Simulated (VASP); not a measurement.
Write the native input for VASP 6.6.1 that does the following.

- Task: single point
- Functional: PBE
- Potentials or basis: VASP PAW PBE potentials, release 64 (Al, In_d, As)
- Cutoff: 520 eV
- k mesh: 4 × 4 × 4
- Occupations: gaussian, width 0.1 eV
- Spin: no spin polarisation
- Dipole correction: no
- Further INCAR settings: ALGO = Normal; EDIFF = 1e-06; NBANDS = 31

The structure of Al3InAs4 lies in POSCAR:

```
Al3InAs4
1.0
    4.1269290000      0.0000000000      0.0000000000
    0.0000000000      4.1296910000      5.8385460000
    0.0000000000     -4.1296910000      5.8385460000
Al In As
3 1 4
Direct
    0.0000000000      0.0000500000      0.0000500000
    0.5000000000      0.5005480000      0.9991990000
    0.5000000000      0.9991990000      0.5005480000
    0.0000000000      0.5007010000      0.5007010000
    0.0000000000      0.8911230000      0.3697220000
    0.5000000000      0.3635940000      0.3635940000
    0.0000000000      0.3697220000      0.8911230000
    0.5000000000      0.8750640000      0.8750640000
```

The input as run:

INCAR

```
PREC     = Accurate       # precision mode
ENCUT    = 520            # plane-wave cutoff, eV
EDIFF    = 1E-6           # SCF threshold, eV
ISMEAR   = 0              # smearing method
SIGMA    = 0.1            # smearing width, eV
LREAL    = F              # projectors in reciprocal space
LASPH    = T              # aspherical terms in the spheres
NELM     = 100            # most SCF steps
ALGO     = Normal         # electronic algorithm
ISIF     = 2              # what is computed and relaxed
LWAVE    = F              # write WAVECAR
LCHARG   = F              # write CHGCAR
GGA      = PE             # functional
NBANDS   = 31             # bands
```

KPOINTS

```
regular mesh
0
Gamma
  4 4 4
```

Potentials or basis: VASP PAW PBE potentials, release 64 (Al, In_d, As).

Launch:

```bash
$ cat potpaw_PBE.64/Al/POTCAR potpaw_PBE.64/In_d/POTCAR potpaw_PBE.64/As/POTCAR > POTCAR
$ mpirun -np 1 vasp_std > vasp.out
```

It gave:

```json
{
 "Pressure": "0.1 GPa",
 "Largest force": "0.013 eV/Å",
 "Band gap on the k mesh": "0.97 eV"
}
```

Caveat: spin-orbit coupling is left out, which moves the levels of the heavy elements.

Wall time 3.8 min on 1 thread of Intel Xeon 8259CL (shared host), peak memory 0.36 GiB.
